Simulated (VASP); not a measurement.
# Hg (Im-3m) in VASP: further runs

Runs on Hg. Level: RPBE. Tasks: single point.

Everything below comes from runs of VASP 6.6.1. Logs are shortened: lines on timing, memory, paths and dates and some standing lists are left out, and cuts for length are marked.

### 1 The cell of the first run

It takes space group Im-3m (No. 229, cubic). Conventional cell: a = 5.662 Å, b = 5.662 Å, c = 5.662 Å, α = 90.00°, β = 90.00°, γ = 90.00°.

### 2 Single point, RPBE (volume scaled by 0.88)

File INCAR:

```
SYSTEM = Hg
PREC     = Accurate       ! precision mode
ENCUT    = 520            ! plane-wave cutoff, eV
EDIFF    = 1E-7           ! SCF threshold, eV
ISMEAR   = -1             ! smearing method
SIGMA    = 0.1            ! smearing width, eV
LREAL    = .False.        ! projectors in reciprocal space
LASPH    = .True.         ! aspherical terms in the spheres
NELM     = 100            ! most SCF steps
ALGO     = Normal         ! electronic algorithm
ISIF     = 2              ! what is computed and relaxed
LWAVE    = .False.        ! write WAVECAR
LCHARG   = .True.         ! write CHGCAR
GGA      = RP             ! functional
LELF     = .True.         ! ELF
LVHAR    = .True.       
NBANDS   = 12             ! bands
```

File KPOINTS:

```
regular mesh
0
Gamma
  9 9 9
  0 0 0
```

File POSCAR:

```
Hg
1.0
   -2.8309713819      2.8309713819      2.8309713819
    2.8309713819     -2.8309713819      2.8309713819
    2.8309713819      2.8309713819     -2.8309713819
Hg
1
Direct
    0.0000000000      0.0000000000      0.0000000000
```

Potentials or basis: VASP PAW PBE potentials, release 64 (Hg).

Run with:

```sh
> cat potpaw_PBE.64/Hg/POTCAR > POTCAR
> mpirun -np 1 vasp_std > vasp.out
```

OUTCAR:

```text
SYSTEM = Hg
   PREC = Accurate
   ENCUT = 520
   EDIFF = 1E-7
   ISMEAR = -1
   LREAL = .False.
   LASPH = .True.
   NELM = 100
   ISIF = 2
   GGA = RP

 ion  position               nearest neighbor table
   1  0.000  0.000  0.000-

  LATTYP: Found a body centered cubic cell.
 ALAT       =     5.6619427638

  Lattice vectors:

 A1 = (  -2.8309713819,   2.8309713819,   2.8309713819)
 A2 = (   2.8309713819,  -2.8309713819,   2.8309713819)
 A3 = (   2.8309713819,   2.8309713819,  -2.8309713819)

Analysis of symmetry for initial positions (statically):
=====================================================================
 Subroutine PRICEL returns:
 Original cell was already a primitive cell.

 Routine SETGRP: Setting up the symmetry group for a
 body centered cubic supercell.

 Subroutine GETGRP returns: Found 48 space group operations
 (whereof 48 operations were pure point group operations)
 out of a pool of 48 trial point group operations.

The static configuration has the point symmetry O_h .

Analysis of symmetry for dynamics (positions and initial velocities):
=====================================================================
 Subroutine PRICEL returns:
 Original cell was already a primitive cell.

 Routine SETGRP: Setting up the symmetry group for a
 body centered cubic supercell.

 Subroutine GETGRP returns: Found 48 space group operations
 (whereof 48 operations were pure point group operations)
 out of a pool of 48 trial point group operations.

The dynamic configuration has the point symmetry O_h .

 Subroutine INISYM returns: Found 48 space group operations
 (whereof 48 operations are pure point group operations),
 and found     1 'primitive' translations

----------------------------------------------------------------------------------------

                                     Primitive cell

  volume of cell :      90.7541

  direct lattice vectors                    reciprocal lattice vectors
    -2.830971382  2.830971382  2.830971382     0.000000000  0.176617822  0.176617822
     2.830971382 -2.830971382  2.830971382     0.176617822  0.000000000  0.176617822
     2.830971382  2.830971382 -2.830971382     0.176617822  0.176617822  0.000000000

  length of vectors
     4.903386268  4.903386268  4.903386268     0.249775319  0.249775319  0.249775319

  position of ions in fractional coordinates (direct lattice)
     0.000000000  0.000000000  0.000000000

[... 81 lines left out ...]
   ISIF   =      2    stress and relaxation
   ISYM   =      2    0-nonsym 1-usesym 2-fastsym
   POTIM  = 0.5000    time-step for ionic-motion
   TEBEG  =    0.0;   TEEND  =   0.0 temperature during run
   PSTRESS=    0.0 pullay stress
   NELECT =      12.0000    total number of electrons
   NUPDOWN=      -1.0000    fix difference up-down
   EMIN   =  10.00;   EMAX   =-10.00  energy-range for DOS
   EFERMI =   0.00;   METHOD = LEGACY
   ISMEAR =    -1;   SIGMA  =   0.10  broadening in eV -4-tet -1-fermi 0-gaus
   EFERMI_NEDOS =   21; number of points for ismear=-14 and -15
   IALGO  =     38    algorithm
   IMIX   =      4    mixing-type and parameters
     AMIX     =   0.40;   BMIX     =  1.00
     AMIX_MAG =   1.60;   BMIX_MAG =  1.00
  volume/ion in A,a.u.               =      90.75       612.44
  Fermi-wavevector in a.u.,A,eV,Ry     =   0.834026  1.576081  9.464212  0.695600
  Thomas-Fermi vector in A             =   1.947349
   LORBIT       =      0    0 simple, 1 ext, 2 COOP (PROOUT), +10 PAW based schemes
   GGA     = RP    functional components
   LHFCALC =     F    Hartree Fock is set to
   AEXX    =    0.0000 exact exchange contribution
   IVDW    =     0    specifies the selected vdW correction
   LEPSILON=     F    determine dielectric tensor
   LRPA    =     F    only Hartree local field effects (RPA)
 non-spin polarized calculation
  energy-cutoff  :      520.00
  volume of cell :       90.75
 maximum number of plane-waves:      2491
   NGX = 19   NGY = 19   NGZ = 19

 number of electron      11.9999997 magnetization

 Free energy of the ion-electron system (eV)
  ---------------------------------------------------
  ext. energy  EPLUGINS =         0.00000000
  ---------------------------------------------------
  free energy    TOTEN  =        -0.03199531 eV

  energy without entropy =       -0.03199531  energy(sigma->0) =       -0.03199531

 E-fermi :  -2.4606     XC(G=0):  -4.7663

 val. band max:       -4.4187060276   @ k =  -0.4444   0.4444   0.4444
 cond. band min:      -0.4658246662   @ k =   0.4444   0.0000   0.0000
 fundamental gap:      3.9528813615
 Fermi energy:        -2.4605919887

 k-point     1 :       0.0000    0.0000    0.0000
  band No.  band energies     occupation
      1      -8.0688      2.00000
      2      -8.0688      2.00000
      3      -8.0688      2.00000
      4      -8.0333      2.00000
      5      -8.0333      2.00000
      6      -5.7167      2.00000
      7       3.3863      0.00000
      8       3.3863      0.00000
      9       3.3863      0.00000
     10       4.1234      0.00000
     11       7.7537      0.00000
     12       7.7537      0.00000
[... 331 lines left out ...]
 k-point    24 :      -0.4444   -0.4444    0.1111
  band No.  band energies     occupation
      1      -8.0669      2.00000
      2      -8.0587      2.00000
      3      -8.0452      2.00000
      4      -8.0342      2.00000
      5      -8.0125      2.00000
      6      -4.7654      2.00000
      7      -0.2411      0.00000
      8       1.2214      0.00000
      9       2.5126      0.00000
     10       5.2715      0.00000
     11       6.2487      0.00000
     12       6.9115      0.00000

 [... further k-points ...]

------------------------ aborting loop because EDIFF is reached ----------------------------------------

  FORCE on cell =-STRESS in cart. coord.  units (eV):
  Direction    XX          YY          ZZ          XY          YZ          ZX
  --------------------------------------------------------------------------------------
  -------------------------------------------------------------------------------------
  Total        0.0244928      0.0244928      0.0244928     -0.0000000     -0.0000000      0.0000000
  in kB        0.4323965      0.4323965      0.4323965     -0.0000000     -0.0000000      0.0000000
  external PRESSURE =       0.4323965 kB  Pullay stress =       0.0000000 kB

 VOLUME and BASIS-vectors are now :
 -----------------------------------------------------------------------------
  energy-cutoff  :      520.00
  volume of cell :       90.75
      direct lattice vectors                 reciprocal lattice vectors
    -2.830971382  2.830971382  2.830971382     0.000000000  0.176617822  0.176617822
     2.830971382 -2.830971382  2.830971382     0.176617822  0.000000000  0.176617822
     2.830971382  2.830971382 -2.830971382     0.176617822  0.176617822  0.000000000

 POSITION                                       TOTAL-FORCE (eV/Angst)
 -----------------------------------------------------------------------------------
      0.00000      0.00000      0.00000        -0.000000      0.000000     -0.000000
 -----------------------------------------------------------------------------------
    total drift:                               -0.000000     -0.000000      0.000000

  FREE ENERGIE OF THE ION-ELECTRON SYSTEM (eV)
  ---------------------------------------------------
  free  energy   TOTEN  =        -0.0319953085 eV

  energy  without entropy=       -0.0319953072  energy(sigma->0) =       -0.03199531
```

OSZICAR:

```text
N       E                     dE             d eps       ncg     rms          rms(c)
DAV:   1     0.714364660083E+02    0.71436E+02   -0.49231E+03   840   0.787E+02
DAV:   2     0.226802651569E+01   -0.69168E+02   -0.64698E+02   928   0.190E+02
DAV:   3    -0.274403165870E-01   -0.22955E+01   -0.22931E+01   976   0.369E+01
DAV:   4    -0.323147115650E-01   -0.48744E-02   -0.48743E-02   936   0.217E+00
DAV:   5    -0.323299713989E-01   -0.15260E-04   -0.15260E-04   984   0.105E-01    0.233E-01
DAV:   6    -0.320010000000E-01    0.32897E-03   -0.12188E-03   924   0.330E-01    0.540E-02
DAV:   7    -0.319966034608E-01    0.43965E-05   -0.10560E-04   908   0.937E-02    0.269E-02
DAV:   8    -0.319944645132E-01    0.21389E-05   -0.11315E-05   896   0.424E-02    0.141E-03
DAV:   9    -0.319952736170E-01   -0.80910E-06   -0.42717E-08   996   0.191E-03    0.645E-04
DAV:  10    -0.319953084913E-01   -0.34874E-07   -0.95064E-08   880   0.314E-03
   1 F= -.31995308E-01 E0= -.31995308E-01  d E =-.126565E-08
```

stdout:

```text
POSCAR found type information on POSCAR Hg
 POSCAR found :  1 types and       1 ions
 scaLAPACK will be used
 -----------------------------------------------------------------------------
|                                                                             |
|                                                                             |
|     You enforced a specific xc type in the INCAR file but a different       |
|     I HOPE YOU KNOW WHAT YOU ARE DOING!                                     |
|                                                                             |
 -----------------------------------------------------------------------------

 LDA part: xc-table for (Slater+PW92), standard interpolation
 POSCAR, INCAR and KPOINTS ok, starting setup
 FFT: planning ... GRIDC
 FFT: planning ... GRID_SOFT
 FFT: planning ... GRID
 WAVECAR not read
 entering main loop
```

Run time: 15 s. Hardware: 1 thread of AMD EPYC 9R45 (Zen 5), shared host; peak memory 0.18 GiB.

What came out:

| Property | Result |
| --- | --- |
| Free energy | -0.0320 eV |
| Pressure | 0.0 GPa |
| Band gap on the k mesh | 3.95 eV, indirect (least direct gap 4.39 eV) |

Caveat: the cell differs from its parent crystal (volume scaled by 0.88); the PAW data sets were made with another functional, which shifts forces and pressure a little; spin-orbit coupling is left out, which moves the levels of the heavy elements.

### 3 Single point, RPBE (volume scaled by 0.92)

File INCAR:

```
SYSTEM = Hg
PREC = Accurate ; ENCUT = 520
EDIFF = 1E-6 ; ISMEAR = -1
SIGMA = 0.1 ; LREAL = .FALSE.
LASPH = .TRUE. ; NELM = 100
ALGO = Normal ; ISIF = 2
LWAVE = .FALSE. ; LCHARG = .FALSE.
GGA = RP ; NBANDS = 12
```

File KPOINTS:

```
regular mesh
0
G
  9 9 9
  0 0 0
```

File POSCAR:

```
Hg
1.0
   -2.8732309164      2.8732309164      2.8732309164
    2.8732309164     -2.8732309164      2.8732309164
    2.8732309164      2.8732309164     -2.8732309164
Hg
1
Direct
    0.0000000000      0.0000000000      0.0000000000
```

Potentials or basis: VASP PAW PBE potentials, release 64 (Hg).

Run with:

```sh
> cat potpaw_PBE.64/Hg/POTCAR > POTCAR
> mpirun -np 1 vasp_std > vasp.out
```

Wall time 17 s (1 thread of AMD EPYC 9R45 (Zen 5), shared host); peak memory 0.21 GiB.

The run converged. Its results:

```
Free energy            : -0.0336 eV
Pressure               : 0.0 GPa
Band gap on the k mesh : 4.03 eV, indirect (least direct gap 4.43 eV)
```

Levels at points of the mesh, in eV from the valence-band top:
```tsv
k point	band 4	band 5	band 6	band 7	band 8	band 9
(0.00, 0.00, 0.00)	-3.57	-3.57	-1.19	7.70	7.70	7.70
```

Caveat: the cell differs from its parent crystal (volume scaled by 0.92); the PAW data sets were made with another functional, which shifts forces and pressure a little; spin-orbit coupling is left out, which moves the levels of the heavy elements.

### 4 Single point, RPBE

This run uses another cell than the first one, of 103.13 Å³/atom, 1.136 times its volume.

File INCAR:

```
PREC = Accurate ; ENCUT = 520
EDIFF = 1E-7 ; ISMEAR = -1
SIGMA = 0.1 ; LREAL = False
LASPH = True ; NELM = 60
ALGO = Normal ; ISIF = 2
LWAVE = False ; LCHARG = True
GGA = RP ; LELF = True
LVHAR = True ; NBANDS = 12
```

File KPOINTS:

```
regular mesh
0
Gamma
  9 9 9
```

File POSCAR:

```
Hg
1.0
   -2.9542092598      2.9542092598      2.9542092598
    2.9542092598     -2.9542092598      2.9542092598
    2.9542092598      2.9542092598     -2.9542092598
Hg
1
Direct
    0.0000000000      0.0000000000      0.0000000000
```

Run with:

```sh
> cat potpaw_PBE.64/Hg/POTCAR > POTCAR
> mpirun -np 1 vasp_std > vasp.out
```

Wall time 20 s (1 thread of AMD EPYC 9R45 (Zen 5), shared host); peak memory 0.21 GiB.

It converged, with:

| Quantity | Value |
| --- | --- |
| Free energy | -0.0351 eV |
| Pressure | 0.0 GPa |
| Band gap on the k mesh | 4.15 eV, indirect (least direct gap 4.49 eV) |

Levels at points of the mesh, in eV from the valence-band top:
| k point | band 2 | band 3 | band 4 | band 5 | band 6 | band 7 | band 8 | band 9 | band 10 | band 11 |
| --- | --- | --- | --- | --- | --- | --- | --- | --- | --- | --- |
| (0.00, 0.00, 0.00) | -3.52 | -3.52 | -3.49 | -3.49 | -1.01 | 7.53 | 7.53 | 7.53 | 7.96 | 11.68 |

Caveat: the PAW data sets were made with another functional, which shifts forces and pressure a little; spin-orbit coupling is left out, which moves the levels of the heavy elements.

### 5 Single point, RPBE (volume scaled by 1.04)

File INCAR:

```
SYSTEM = Hg
PREC = Accurate
ENCUT = 520
EDIFF = 1E-7
ISMEAR = -1
SIGMA = 0.1
LREAL = .False.
LASPH = .True.
NELM = 100
ALGO = Normal
ISIF = 2
LWAVE = .False.
LCHARG = .False.
GGA = RP
NBANDS = 12
```

File KPOINTS:

```
regular mesh
0
Gamma
  9 9 9
  0 0 0
```

File POSCAR:

```
Hg
1.0
   -2.9930848925      2.9930848925      2.9930848925
    2.9930848925     -2.9930848925      2.9930848925
    2.9930848925      2.9930848925     -2.9930848925
Hg
1
Direct
    0.0000000000      0.0000000000      0.0000000000
```

Run with:

```sh
> cat potpaw_PBE.64/Hg/POTCAR > POTCAR
> mpirun -np 1 vasp_std > vasp.out
```

Run time: 21 s. Hardware: 1 thread of AMD EPYC 9R45 (Zen 5), shared host; peak memory 0.22 GiB.

The run converged. Its results:

| Property | Result |
| --- | --- |
| Free energy | -0.0353 eV |
| Pressure | 0.0 GPa |
| Band gap on the k mesh | 4.20 eV, indirect (least direct gap 4.52 eV) |

Levels at points of the mesh, in eV from the valence-band top:
| k point | band 4 | band 5 | band 6 | band 7 | band 8 | band 9 |
| --- | --- | --- | --- | --- | --- | --- |
| (0.00, 0.00, 0.00) | -3.46 | -3.46 | -0.93 | 7.45 | 7.45 | 7.45 |

Caveat: the cell differs from its parent crystal (volume scaled by 1.04); the PAW data sets were made with another functional, which shifts forces and pressure a little; spin-orbit coupling is left out, which moves the levels of the heavy elements. A k mesh can miss the band edges.

### 6 Single point, RPBE (volume scaled by 1.12)

File INCAR:

```
ALGO     = Normal         # electronic algorithm
EDIFF    = 1E-6           # SCF threshold, eV
ENCUT    = 520            # plane-wave cutoff, eV
GGA      = RP             # functional
ISIF     = 2              # what is computed and relaxed
ISMEAR   = -1             # smearing method
LASPH    = T              # aspherical terms in the spheres
LCHARG   = F              # write CHGCAR
LREAL    = F              # projectors in reciprocal space
LWAVE    = F              # write WAVECAR
NBANDS   = 12             # bands
NELM     = 100            # most SCF steps
PREC     = Accurate       # precision mode
SIGMA    = 0.1            # smearing width, eV
```

File KPOINTS:

```
k-points
0
Gamma
  9 9 9
```

File POSCAR:

```
Hg
1.0
   -3.0679428315      3.0679428315      3.0679428315
    3.0679428315     -3.0679428315      3.0679428315
    3.0679428315      3.0679428315     -3.0679428315
Hg
1
Direct
    0.0000000000      0.0000000000      0.0000000000
```

Potentials or basis: VASP PAW PBE potentials, release 64 (Hg).

Run with:

```sh
> cat potpaw_PBE.64/Hg/POTCAR > POTCAR
> mpirun -np 1 vasp_std > vasp.out
```

Run time: 16 s. Hardware: 1 thread of AMD EPYC 9R45 (Zen 5), shared host; peak memory 0.22 GiB.

The run converged. Its results:

| Property | Result |
| --- | --- |
| Free energy | -0.0348 eV |
| Pressure | 0.0 GPa |
| Band gap on the k mesh | 4.28 eV, indirect (least direct gap 4.56 eV) |

Levels at points of the mesh, in eV from the valence-band top:
```csv
k point,band 3,band 4,band 5,band 6,band 7,band 8,band 9,band 10
"(0.00, 0.00, 0.00)",-3.43,-3.41,-3.41,-0.80,7.30,7.30,7.30,7.50
```

Caveat: the cell differs from its parent crystal (volume scaled by 1.12); the PAW data sets were made with another functional, which shifts forces and pressure a little; spin-orbit coupling is left out, which moves the levels of the heavy elements. A k mesh can miss the band edges.

### 7 Overview

| cell | gap on the mesh (eV) | pressure (GPa) |
| --- | --- | --- |
| a = 4.903 Å, angles 109.5°, 1 atom | 3.95 | 0.0 |
| a = 4.977 Å, angles 109.5°, 1 atom | 4.03 | 0.0 |
| a = 5.117 Å, angles 109.5°, 1 atom | 4.15 | 0.0 |
| a = 5.184 Å, angles 109.5°, 1 atom | 4.20 | 0.0 |
| a = 5.314 Å, angles 109.5°, 1 atom | 4.28 | 0.0 |

Alike in all rows: task single point; level RPBE; potentials or basis VASP PAW PBE potentials, release 64 (Hg); no spin polarisation; k mesh 9 × 9 × 9; cutoff (eV) 520; smearing fermi-dirac 0.1 eV.

Caveats: the PAW data sets were made with another functional, which shifts forces and pressure a little; spin-orbit coupling is left out, which moves the levels of the heavy elements.

Absolute energies hang on the potentials; compare differences alone.
